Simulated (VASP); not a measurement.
# SiC (P6_3mc) in VASP: settings compared

Aim: see how the results for SiC move with the level of theory and the settings. Levels: HSE06, PBE. Tasks: single point.

Program: VASP 6.6.1. These are calculated values, not measurements. Logs are shortened: lines on timing, memory, paths and dates and some standing lists are left out, and cuts for length are marked.

### 1 The cell of the first run

The structure is hexagonal, space group P6_3mc (No. 186). The conventional cell has a = 3.032 Å, b = 3.032 Å, c = 5.061 Å, α = 90.00°, β = 90.00°, γ = 120.00°. Within 2.5 Å of Si (site symmetry 3m) lie 4 C at 1.86 to 1.89 Å. C (site symmetry 3m) has 4 Si at 1.86 to 1.89 Å within 2.5 Å.

### 2 Single point, HSE06 (epitaxial xy strain -1.4%)

The input, POSCAR:

```
SiC
1.0
    3.0316863489      0.0000000000      0.0000000000
   -1.5158431745      2.6255173945      0.0000000000
    0.0000000000      0.0000000000      5.0612174547
Si C
2 2
Direct
    0.3333333333      0.6666666667      0.5004940549
    0.6666666667      0.3333333333      1.0004940549
    0.3333333333      0.6666666667      0.8745059451
    0.6666666667      0.3333333333      0.3745059451
```

The input, INCAR.step1:

```
PREC = Accurate
ENCUT = 520
EDIFF = 1E-5
ISMEAR = 0
SIGMA = 0.01
LREAL = False
LASPH = True
NELM = 60
ALGO = Normal
ISIF = 2
LWAVE = True
LCHARG = False
NBANDS = 16
GGA = PE
```

The input, INCAR.step2:

```
PREC = Accurate
ENCUT = 520
EDIFF = 1E-6
ISMEAR = 0
SIGMA = 0.01
LREAL = False
LASPH = True
NELM = 60
ALGO = Normal
ISIF = 2
LWAVE = False
LCHARG = False
GGA = PE
LHFCALC = True
HFSCREEN = 0.2079
PRECFOCK = Normal
NBANDS = 16
ISTART = 1
```

The input, KPOINTS:

```
regular mesh
0
Gamma
  6 6 4
```

Potentials or basis: VASP PAW PBE potentials, release 64 (Si, C).

On the command line:

```bash
$ cat potpaw_PBE.64/Si/POTCAR potpaw_PBE.64/C/POTCAR > POTCAR
$ cp INCAR.step1 INCAR
$ mpirun -np 1 vasp_std > vasp.out
$ cp INCAR.step2 INCAR
$ mpirun -np 1 vasp_std > vasp.out
```

OUTCAR:

```text
PREC = Accurate
   ENCUT = 520
   EDIFF = 1E-6
   ISMEAR = 0
   LREAL = False
   LASPH = True
   NELM = 60
   ISIF = 2
   GGA = PE
   LHFCALC = True
   HFSCREEN = 0.2079
   PRECFOCK = Normal
   ISTART = 1

 ion  position               nearest neighbor table
   1  0.333  0.667  0.500-   4 1.86   4 1.86   4 1.86   3 1.89   2 3.08   2 3.08   2 3.08   2 3.08
                             2 3.08   2 3.08
   2  0.667  0.333  0.000-   3 1.86   3 1.86   3 1.86   4 1.89   1 3.08   1 3.08   1 3.08   1 3.08
                             1 3.08   1 3.08
   3  0.333  0.667  0.875-   2 1.86   2 1.86   2 1.86   1 1.89
   4  0.667  0.333  0.375-   1 1.86   1 1.86   1 1.86   2 1.89

  LATTYP: Found a hexagonal cell.
 ALAT       =     3.0316863489
 C/A-ratio  =     1.6694396690

  Lattice vectors:

 A1 = (   3.0316863489,   0.0000000000,   0.0000000000)
 A2 = (  -1.5158431745,   2.6255173945,   0.0000000000)
 A3 = (   0.0000000000,   0.0000000000,   5.0612174547)

Analysis of symmetry for initial positions (statically):
=====================================================================
 Subroutine PRICEL returns:
 Original cell was already a primitive cell.

 Routine SETGRP: Setting up the symmetry group for a
 hexagonal supercell.

 Subroutine GETGRP returns: Found 12 space group operations
 (whereof  6 operations were pure point group operations)
 out of a pool of 24 trial point group operations.

The static configuration has the point symmetry C_3v.
 The point group associated with its full space group is C_6v.

Analysis of symmetry for dynamics (positions and initial velocities):
=====================================================================
 Subroutine PRICEL returns:
 Original cell was already a primitive cell.

 Routine SETGRP: Setting up the symmetry group for a
 hexagonal supercell.

 Subroutine GETGRP returns: Found 12 space group operations
 (whereof  6 operations were pure point group operations)
 out of a pool of 24 trial point group operations.

The dynamic configuration has the point symmetry C_3v.
 The point group associated with its full space group is C_6v.

 Subroutine INISYM returns: Found 12 space group operations
 (whereof  6 operations are pure point group operations),
 and found     1 'primitive' translations

----------------------------------------------------------------------------------------

                                     Primitive cell

  volume of cell :      40.2860

  direct lattice vectors                    reciprocal lattice vectors
     3.031686349  0.000000000  0.000000000     0.329849425  0.190438655  0.000000000
    -1.515843175  2.625517395  0.000000000     0.000000000  0.380877309  0.000000000
     0.000000000  0.000000000  5.061217455     0.000000000  0.000000000  0.197580920

  length of vectors
     3.031686349  3.031686349  5.061217455     0.380877309  0.380877309  0.197580920

  position of ions in fractional coordinates (direct lattice)
     0.333333333  0.666666667  0.500494055
     0.666666667  0.333333333  0.000494055
     0.333333333  0.666666667  0.874505945
     0.666666667  0.333333333  0.374505945

  ion indices of the primitive-cell ions
   primitive index   ion index
                 1           1
                 2           2
                 3           3
                 4           4

----------------------------------------------------------------------------------------

 KPOINTS: regular mesh

Automatic generation of k-mesh.
 Grid dimensions read from file:
 generate k-points for:    6    6    4

 Generating k-lattice:

  Cartesian coordinates                     Fractional coordinates (reciprocal lattice)
     0.054974904  0.031739776  0.000000000     0.166666667 -0.000000000  0.000000000
     0.000000000  0.063479552  0.000000000     0.000000000  0.166666667  0.000000000
     0.000000000  0.000000000  0.049395230     0.000000000  0.000000000  0.250000000

  Length of vectors
     0.063479552  0.063479552  0.049395230

  Shift w.r.t. Gamma in fractional coordinates (k-lattice)
     0.000000000  0.000000000  0.000000000

 Subroutine IBZKPT returns following result:
 ===========================================

 Found     21 irreducible k-points:

 Following reciprocal coordinates:
            Coordinates               Weight
  0.000000  0.000000  0.000000      1.000000
  0.166667  0.000000  0.000000      6.000000
  0.333333 -0.000000  0.000000      6.000000
  0.500000 -0.000000  0.000000      3.000000
  0.166667  0.166667  0.000000      6.000000
  0.333333  0.166667  0.000000     12.000000
[... 13 lines left out ...]
  0.333333  0.166667  0.500000     12.000000
  0.333333  0.333333  0.500000      2.000000
   k-points           NKPTS =     21   k-points in BZ     NKDIM =    144   number of bands    NBANDS=     16
   number of dos      NEDOS =    301   number of ions     NIONS =      4
   total plane-waves  NPLWV =  23040
   dimension x,y,z NGX =    24 NGY =   24 NGZ =   40
   dimension x,y,z NGXF=    48 NGYF=   48 NGZF=   80
   ions per type =               2   2
   NGX,Y,Z   is equivalent  to a cutoff of  13.16, 13.16, 13.14 a.u.
   NGXF,Y,Z  is equivalent  to a cutoff of  26.32, 26.32, 26.28 a.u.
 SYSTEM =  unknown system
   PREC   = accura    normal or accurate (medium, high low for compatibility)
   ISTART =      1    job   : 0-new  1-cont  2-samecut
   ICHARG =      0    charge: 1-file 2-atom 10-const
   ISPIN  =      1    spin polarized calculation?
   LNONCOLLINEAR =      F non collinear calculations
   LSORBIT =      F    spin-orbit coupling
   LASPH  =      T    aspherical Exc in radial PAW
   ENCUT  =  520.0 eV  38.22 Ry    6.18 a.u.   5.64  5.64  9.41*2*pi/ulx,y,z
   NELM   =     60;   NELMIN=  2; NELMDL=  0     # of ELM steps
   EDIFF  = 0.1E-05   stopping-criterion for ELM
   LREAL  =      F    real-space projection
   EDIFFG = 0.1E-04   stopping-criterion for IOM
   NSW    =      0    number of steps for IOM
   IBRION =     -1    ionic relax: 0-MD 1-quasi-New 2-CG
   NFREE  =      0    steps in history (QN), initial steepest desc. (CG)
   ISIF   =      2    stress and relaxation
   ISYM   =      3    0-nonsym 1-usesym 2-fastsym
   POTIM  = 0.5000    time-step for ionic-motion
   TEBEG  =    0.0;   TEEND  =   0.0 temperature during run
   PSTRESS=    0.0 pullay stress
   NELECT =      16.0000    total number of electrons
   NUPDOWN=      -1.0000    fix difference up-down
   EMIN   =  10.00;   EMAX   =-10.00  energy-range for DOS
   EFERMI =   0.00;   METHOD = LEGACY
   ISMEAR =     0;   SIGMA  =   0.01  broadening in eV -4-tet -1-fermi 0-gaus
   EFERMI_NEDOS =   21; number of points for ismear=-14 and -15
   IALGO  =     38    algorithm
   IMIX   =      1    mixing-type and parameters
     AMIX     =   0.40;   BMIX     =  1.00
     AMIX_MAG =   1.60;   BMIX_MAG =  1.00
  volume/ion in A,a.u.               =      10.07        67.97
  Fermi-wavevector in a.u.,A,eV,Ry     =   1.203363  2.274027 19.702369  1.448083
  Thomas-Fermi vector in A             =   2.339119
   LORBIT       =      0    0 simple, 1 ext, 2 COOP (PROOUT), +10 PAW based schemes
   GGA     = PE    functional components
   LHFCALC =     T    Hartree Fock is set to
   PRECFOCK=normal    Normal, Fast or Accurate (Low or Medium for compatibility)
   ENCUT4O =  -1.0   cutoff for four orbital integrals eV
   NKREDX  =     1    reduce k-point grid by
   NKREDY  =     1    reduce k-point grid by
   NKREDZ  =     1    reduce k-point grid by
   AEXX    =    0.2500 exact exchange contribution
   HFSCREEN=    0.2079 screening length (either q_TF or 0.3 A-1)
   HFSCREENC=   0.2079 screening length for correlation (either q_TF or 0.3 A-1)
   ENCUTFOCK=  -1.0 apply spherical cutoff to Coloumb kernel
   IVDW    =     0    specifies the selected vdW correction
   LEPSILON=     F    determine dielectric tensor
   LRPA    =     F    only Hartree local field effects (RPA)
 non-spin polarized calculation
 Gauss-broadening in eV      SIGMA  =   0.01
  energy-cutoff  :      520.00
  volume of cell :       40.29
 maximum number of plane-waves:      1106
 NGX is ok and might be reduce to    24
  NGX = 18; NGY = 18; NGZ = 30

 number of electron      15.9999998 magnetization

 Free energy of the ion-electron system (eV)
  ---------------------------------------------------
  ext. energy  EPLUGINS =         0.00000000
  ---------------------------------------------------
  free energy    TOTEN  =       -34.80480596 eV

  energy without entropy =      -34.80480596  energy(sigma->0) =      -34.80480596

 E-fermi :   8.0927     XC(G=0):  -9.4408

 val. band max:        8.0081159665   @ k =   0.0000   0.0000   0.0000
 cond. band min:      10.9944162808   @ k =   0.3333   0.3333   0.0000
 fundamental gap:      2.9863003143
 Fermi energy:         8.0926540158

 k-point     1 :       0.0000    0.0000    0.0000
  band No.  band energies     occupation
      1      -9.4361      2.00000
      2      -5.6197      2.00000
      3      -1.7933      2.00000
      4       6.6176      2.00000
      5       6.6176      2.00000
      6       7.7163      2.00000
[... 8 lines left out ...]
     15      18.5804      0.00000
     16      21.1075      0.00000

 k-point     2 :       0.1667    0.0000    0.0000
  band No.  band energies     occupation
      1      -8.8976      2.00000
      2      -5.1624      2.00000
      3      -1.2867      2.00000
      4       4.2200      2.00000
      5       5.8458      2.00000
      6       6.2546      2.00000
[... 8 lines left out ...]
     15      19.1360      0.00000
     16      19.5508      0.00000

 k-point     3 :       0.3333   -0.0000    0.0000
  band No.  band energies     occupation
      1      -7.3567      2.00000
      2      -4.0595      2.00000
      3      -0.2603      2.00000
      4       1.0400      2.00000
      5       3.0736      2.00000
      6       4.7752      2.00000
[... 8 lines left out ...]
     15      20.6867      0.00000
     16      22.0773      0.00000
[... 305 lines left out ...]
 k-point    20 :       0.3333    0.1667    0.5000
  band No.  band energies     occupation
      1      -4.9574      2.00000
      2      -4.9574      2.00000
      3      -0.3305      2.00000
      4      -0.3305      2.00000
      5       3.4487      2.00000
      6       3.4487      2.00000
[... 8 lines left out ...]
     15      21.7221      0.00000
     16      21.7221      0.00000

 k-point    21 :       0.3333    0.3333    0.5000
  band No.  band energies     occupation
      1      -4.0977      2.00000
      2      -4.0977      2.00000
      3      -0.5643      2.00000
      4      -0.5643      2.00000
      5       1.6690      2.00000
      6       1.6690      2.00000
[... 8 lines left out ...]
     15      21.2460      0.00000
     16      21.2460      0.00000

------------------------ aborting loop because EDIFF is reached ----------------------------------------

  FORCE on cell =-STRESS in cart. coord.  units (eV):
  Direction    XX          YY          ZZ          XY          YZ          ZX
  --------------------------------------------------------------------------------------
  -------------------------------------------------------------------------------------
  Total        2.0254163      2.0254163     -0.4702190     -0.0000000     -0.0000000      0.0000000
  in kB       80.5509577     80.5509577    -18.7006467     -0.0000000     -0.0000000      0.0000000
  external PRESSURE =      47.4670895 kB  Pullay stress =       0.0000000 kB

 VOLUME and BASIS-vectors are now :
 -----------------------------------------------------------------------------
  energy-cutoff  :      520.00
  volume of cell :       40.29
      direct lattice vectors                 reciprocal lattice vectors
     3.031686349  0.000000000  0.000000000     0.329849425  0.190438655  0.000000000
    -1.515843175  2.625517395  0.000000000     0.000000000  0.380877309  0.000000000
     0.000000000  0.000000000  5.061217455     0.000000000  0.000000000  0.197580920

 POSITION                                       TOTAL-FORCE (eV/Angst)
 -----------------------------------------------------------------------------------
     -0.00000      1.75034      2.53311        -0.000000      0.000000     -0.014251
      1.51584      0.87517      0.00250         0.000000     -0.000000     -0.014251
     -0.00000      1.75034      4.42606        -0.000000     -0.000000      0.014251
      1.51584      0.87517      1.89546         0.000000      0.000000      0.014251
 -----------------------------------------------------------------------------------
    total drift:                                0.000000      0.000001     -0.000004

  FREE ENERGIE OF THE ION-ELECTRON SYSTEM (eV)
  ---------------------------------------------------
  free  energy   TOTEN  =       -34.8048059571 eV

  energy  without entropy=      -34.8048059571  energy(sigma->0) =      -34.80480596
```

Run time: 21 min. Hardware: 1 thread of Intel Xeon 6975P-C (Granite Rapids), shared host; peak memory 0.26 GiB.

What came out:

```
Free energy            : -34.8048 eV
Pressure               : 4.7 GPa
Largest force          : 0.014 eV/Å
Band gap on the k mesh : 2.99 eV (least direct gap 5.27 eV)
```

Forces in eV/Å, atoms in the order of the input:
```
Si   0.000  0.000 -0.014
Si   0.000  0.000 -0.014
C    0.000  0.000  0.014
C    0.000  0.000  0.014
```

Levels at points of the mesh, in eV from the valence-band top:
| k point | band 4 | band 5 | band 6 | band 7 | band 8 | band 9 | band 10 | band 11 | band 12 | band 13 |
| --- | --- | --- | --- | --- | --- | --- | --- | --- | --- | --- |
| (0.00, 0.00, 0.00) | -1.39 | -1.39 | -0.29 | 0.00 | 0.00 | 6.46 | 7.38 | 8.17 | 8.17 | 9.30 |
| (0.50, 0.00, 0.00) | -7.13 | -6.08 | -3.65 | -3.65 | -1.38 | 3.89 | 5.11 | 8.31 | 8.47 | 11.42 |
| (0.00, 0.00, 0.50) | -5.13 | -0.75 | -0.75 | -0.75 | -0.75 | 7.52 | 7.52 | 8.87 | 8.87 | 8.87 |
| (0.50, 0.00, 0.50) | -9.23 | -2.72 | -2.72 | -2.71 | -2.71 | 4.23 | 4.23 | 6.41 | 6.41 | 11.97 |

Caveat: the cell differs from its parent crystal (epitaxial xy strain -1.4%); the cell stands under pressure; the PAW data sets were made with another functional, which shifts forces and pressure a little.

### 3 Single point, PBE (epitaxial xy strain -1.4%)

The input, INCAR:

```
SYSTEM = SiC
PREC = Accurate
ENCUT = 520
EDIFF = 1E-6
ISMEAR = -1
SIGMA = 0.02
LREAL = .False.
LASPH = .True.
NELM = 80
ALGO = Normal
ISIF = 2
LWAVE = .False.
LCHARG = .False.
GGA = PE
NBANDS = 16
```

The input, KPOINTS:

```
regular mesh
0
Gamma
  12 12 6
  0 0 0
```

POSCAR is that of step 2.

Potentials or basis: VASP PAW PBE potentials, release 64 (Si, C).

On the command line:

```bash
$ cat potpaw_PBE.64/Si/POTCAR potpaw_PBE.64/C/POTCAR > POTCAR
$ mpirun -np 1 vasp_std > vasp.out
```

It took 52 s on 1 thread of Intel Xeon 8259CL, shared host; peak memory 0.18 GiB.

It converged, with:

* Free energy: -30.0465 eV
* Pressure: 9.7 GPa
* Largest force: 0.022 eV/Å
* Band gap on the k mesh: 2.09 eV (least direct gap 4.16 eV)

Forces in eV/Å, atoms in the order of the input:
```
Si   0.000  0.000  0.022
Si   0.000  0.000  0.022
C    0.000  0.000 -0.022
C    0.000  0.000 -0.022
```

Stress tensor (GPa, compression positive):
```
12.82  0.00  0.00
 0.00 12.82  0.00
 0.00  0.00  3.55
```

Levels at points of the mesh, in eV from the valence-band top:
```tsv
k point	band 6	band 7	band 8	band 9	band 10	band 11
(0.00, 0.00, 0.00)	-0.29	0.00	0.00	5.26	6.11	6.92
(0.50, 0.00, 0.00)	-3.43	-3.32	-1.25	2.91	4.07	7.05
(0.00, 0.00, 0.50)	-0.67	-0.67	-0.67	6.28	6.28	7.58
(0.50, 0.00, 0.50)	-2.50	-2.46	-2.46	3.23	3.23	5.28
```

Caveat: the cell differs from its parent crystal (epitaxial xy strain -1.4%); the cell stands under pressure. A k mesh can miss the band edges.

### 4 Single point, PBE

This run uses another cell than the first one, of 10.34 Å³/atom.

The input, INCAR:

```
PREC     = Accurate       # precision mode
ENCUT    = 520            # plane-wave cutoff, eV
EDIFF    = 1E-6           # SCF threshold, eV
ISMEAR   = -1             # smearing method
SIGMA    = 0.02           # smearing width, eV
LREAL    = False          # projectors in reciprocal space
LASPH    = True           # aspherical terms in the spheres
NELM     = 60             # most SCF steps
ALGO     = Normal         # electronic algorithm
ISIF     = 2              # what is computed and relaxed
LWAVE    = False          # write WAVECAR
LCHARG   = False          # write CHGCAR
GGA      = PE             # functional
NBANDS   = 16             # bands
```

The input, KPOINTS:

```
Automatic mesh
0
Gamma
  12 12 6
```

The input, POSCAR:

```
SiC
1.0
    3.0753564100      0.0000000000      0.0000000000
   -1.5376782050      2.6633367767      0.0000000000
    0.0000000000      0.0000000000      5.0481087359
Si C
2 2
Direct
    0.3333333333      0.6666666667      0.4995917744
    0.6666666667      0.3333333333      0.9995917744
    0.3333333333      0.6666666667      0.8754082256
    0.6666666667      0.3333333333      0.3754082256
```

On the command line:

```bash
$ cat potpaw_PBE.64/Si/POTCAR potpaw_PBE.64/C/POTCAR > POTCAR
$ mpirun -np 1 vasp_std > vasp.out
```

It took 55 s on 1 thread of Intel Xeon 8259CL, shared host; peak memory 0.18 GiB.

It converged, with:

```
Free energy            : -30.1031 eV
Pressure               : 3.5 GPa
Largest force          : 0.003 eV/Å
Band gap on the k mesh : 2.27 eV (least direct gap 3.97 eV)
```

Forces on the atoms (eV/Å):
```
Si   0.000  0.000  0.003
Si   0.000  0.000  0.003
C    0.000  0.000 -0.003
C    0.000  0.000 -0.003
```

Stress tensor (GPa, compression positive):
```
3.51 0.00 0.00
0.00 3.51 0.00
0.00 0.00 3.33
```

Levels at points of the mesh, in eV from the valence-band top:
```
           k point  band 4  band 5  band 6  band 7  band 8  band 9  band 10  band 11  band 12  band 13
(0.00, 0.00, 0.00)   -1.32   -1.32   -0.11    0.00    0.00    4.81     6.21     6.67     6.67     7.75
(0.50, 0.00, 0.00)   -6.29   -5.43   -3.32   -3.29   -1.20    2.78     4.22     6.88     7.13    10.05
(0.00, 0.00, 0.50)   -4.44   -0.71   -0.71   -0.71   -0.71    5.90     5.90     7.35     7.35     7.35
(0.50, 0.00, 0.50)   -8.26   -2.44   -2.44   -2.33   -2.33    3.29     3.29     5.26     5.26    10.37
```

Caveat: the cell stands under pressure. A k mesh can miss the band edges.

### 5 The runs side by side

```csv
level,cell,k mesh,smearing,grid for exact exchange (PRECFOCK),share of exact exchange,screening parameter,gap on the mesh (eV),pressure (GPa),largest force (eV/Å)
HSE06,"a = 3.032, b = 3.032, c = 5.061 Å, angles 90.0, 90.0, 120.0°, 4 atoms",6 × 6 × 4,gaussian 0.01 eV,Normal,0.25,0.2079 1/Å,2.99,4.7,0.01
PBE,"a = 3.032, b = 3.032, c = 5.061 Å, angles 90.0, 90.0, 120.0°, 4 atoms",12 × 12 × 6,fermi-dirac 0.02 eV,-,-,-,2.09,9.7,0.02
PBE,"a = 3.075, b = 3.075, c = 5.048 Å, angles 90.0, 90.0, 120.0°, 4 atoms",12 × 12 × 6,fermi-dirac 0.02 eV,-,-,-,2.27,3.5,-
```

Alike in all rows: task single point; potentials or basis VASP PAW PBE potentials, release 64 (Si, C); no spin polarisation; cutoff (eV) 520.

Caveats: the cell stands under pressure; the PAW data sets were made with another functional, which shifts forces and pressure a little (at least some runs).

Absolute energies hang on the potentials; compare differences alone.
